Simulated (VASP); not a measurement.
**BP (zinc blende): single point with PBE**

BP (zinc blende):

```
B P
1.0
     0.00000    2.23685    2.23685
     2.23685    0.00000    2.23685
     2.23685    2.23685    0.00000
B P
1 1
Direct
  0.00000 0.00000 0.00000
  0.25000 0.25000 0.25000
```

This cell differs from its parent crystal: volume scaled by 0.96.

* Program: VASP 6.6.1
* Task: single point
* Functional: PBE
* Potentials or basis: VASP PAW PBE potentials, release 64 (B, P)
* Cutoff: 500 eV
* k mesh: 10 × 10 × 10
* Occupations: gaussian, width 0.01 eV
* Spin: no spin polarisation
* Dipole correction: no
* Further INCAR settings: ALGO = Normal; EDIFF = 1e-06; NBANDS = 11

```yaml
Pressure: 8.6 GPa
Band_gap_on_the_k_mesh: 1.18 eV, indirect (least direct gap 3.47 eV)
```

Levels at points of the mesh, in eV from the valence-band top:
| k point | band 2 | band 3 | band 4 | band 5 | band 6 | band 7 |
| --- | --- | --- | --- | --- | --- | --- |
| (0.00, 0.00, 0.00) | 0.00 | 0.00 | 0.00 | 3.47 | 3.47 | 3.47 |
| (0.50, 0.00, 0.00) | -9.35 | -1.81 | -1.81 | 4.04 | 4.74 | 4.74 |
| (0.50, 0.50, 0.00) | -8.81 | -4.27 | -4.27 | 1.24 | 1.62 | 12.53 |

Wall time 5.3 s on 1 thread of Intel Xeon 6975P-C (shared host), peak memory 0.14 GiB.

 A k mesh can miss the band edges.
